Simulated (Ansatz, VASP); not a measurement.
# V: VASP beside Ansatz

```xyz
3
Lattice="4.2751 0.0000 0.0000 -2.1376 3.7024 0.0000 0.0000 0.0000 2.6206" Properties=species:S:1:pos:R:3 pbc="T T T"
V     0.0000    0.0000    0.0000
V     0.0000    2.4682    1.3103
V     2.1376    1.2341    1.3103
```

Alike in both runs: task relaxation of cell and atoms; functional revPBE; k mesh 9 × 9 × 12; occupations fermi-dirac, width 0.1 eV; no spin polarisation.

|  | VASP | Ansatz |
| --- | --- | --- |
| version | VASP 6.6.1 | Ansatz 0.2.0 |
| potentials or method | VASP PAW PBE potentials, release 64 (V_sv), cutoff 600 eV | plane waves (420 eV) with PAW, scalar-relativistic |
| valence electrons in the cell | 39 | 39 |

|  | VASP | Ansatz | Ansatz less VASP |
| --- | --- | --- | --- |
| relaxed volume (Å³/atom) | 13.95 | 13.92 | -0.023 |
| relaxed cell length with the largest relative difference (Å) | 2.410 | 2.407 | -0.0028 |

VASP's potentials were made for PBE, not for revPBE.
